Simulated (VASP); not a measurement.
Set up this calculation in VASP 6.6.1, as the native input.

| Property | Result |
| --- | --- |
| Task | single point |
| Functional | HSE06 |
| Potentials or basis | VASP PAW PBE potentials, release 64 (K_sv, I) |
| Cutoff | 520 eV |
| k mesh | 4 × 4 × 4 |
| Occupations | gaussian, width 0.01 eV |
| Spin | no spin polarisation |
| Dipole correction | no |
| Grid for exact exchange (PRECFOCK) | Normal |
| Further INCAR settings | ALGO = Normal; EDIFF = 1e-06; NBANDS = 15 |
| Share of exact exchange | 0.25 |
| Screening parameter | 0.2079 1/Å |

KI:

```xyz
2
Lattice="4.2911 0.0000 0.0000 0.0000 4.2911 0.0000 0.0000 0.0000 4.2911" Properties=species:S:1:pos:R:3 pbc="T T T"
K     0.0000    0.0000    0.0000
I     2.1455    2.1455    2.1455
```

These files were run (other wordings do the same):

POSCAR

```
KI
1.0
    4.2910852517      0.0000000000      0.0000000000
    0.0000000000      4.2910852517      0.0000000000
    0.0000000000      0.0000000000      4.2910852517
K I
1 1
Direct
    0.0000000000      0.0000000000      0.0000000000
    0.5000000000      0.5000000000      0.5000000000
```

INCAR.step1

```
SYSTEM = KI
PREC     = Accurate       ! precision mode
ENCUT    = 520            ! plane-wave cutoff, eV
EDIFF    = 1E-5           ! SCF threshold, eV
ISMEAR   = 0              ! smearing method
SIGMA    = 0.01           ! smearing width, eV
LREAL    = .False.        ! projectors in reciprocal space
LASPH    = .True.         ! aspherical terms in the spheres
NELM     = 100            ! most SCF steps
ALGO     = Normal         ! electronic algorithm
ISIF     = 2              ! what is computed and relaxed
LWAVE    = .True.         ! write WAVECAR
NBANDS   = 15             ! bands
GGA      = PE             ! functional
```

INCAR.step2

```
SYSTEM = KI
PREC     = Accurate       ! precision mode
ENCUT    = 520            ! plane-wave cutoff, eV
EDIFF    = 1E-6           ! SCF threshold, eV
ISMEAR   = 0              ! smearing method
SIGMA    = 0.01           ! smearing width, eV
LREAL    = .False.        ! projectors in reciprocal space
LASPH    = .True.         ! aspherical terms in the spheres
NELM     = 100            ! most SCF steps
ALGO     = Normal         ! electronic algorithm
ISIF     = 2              ! what is computed and relaxed
LWAVE    = .False.        ! write WAVECAR
LCHARG   = .True.         ! write CHGCAR
GGA      = PE             ! functional
LHFCALC  = .True.         ! exact exchange
HFSCREEN = 0.2079         ! screening, 1/A
PRECFOCK = Normal       
LELF     = .True.         ! ELF
LVHAR    = .True.       
NBANDS   = 15             ! bands
ISTART   = 1
```

KPOINTS

```
regular mesh
0
Gamma
  4 4 4
  0 0 0
```

Potentials or basis: VASP PAW PBE potentials, release 64 (K_sv, I).

Run with:

```sh
$ cat potpaw_PBE.64/K_sv/POTCAR potpaw_PBE.64/I/POTCAR > POTCAR
$ cp INCAR.step1 INCAR
$ mpirun -np 1 vasp_std > vasp.out
$ cp INCAR.step2 INCAR
$ mpirun -np 1 vasp_std > vasp.out
```

Results of the run:

* Pressure: 0.3 GPa
* Band gap on the k mesh: 4.30 eV (least direct gap 4.69 eV)

Caveat: the PAW data sets were made with another functional, which shifts forces and pressure a little; spin-orbit coupling is left out, which moves the levels of the heavy elements.

Run time: 2.3 min on 1 thread of Intel(R) Xeon(R) 6975P-C (Granite Rapids) (shared host), peak memory 0.29 GiB.
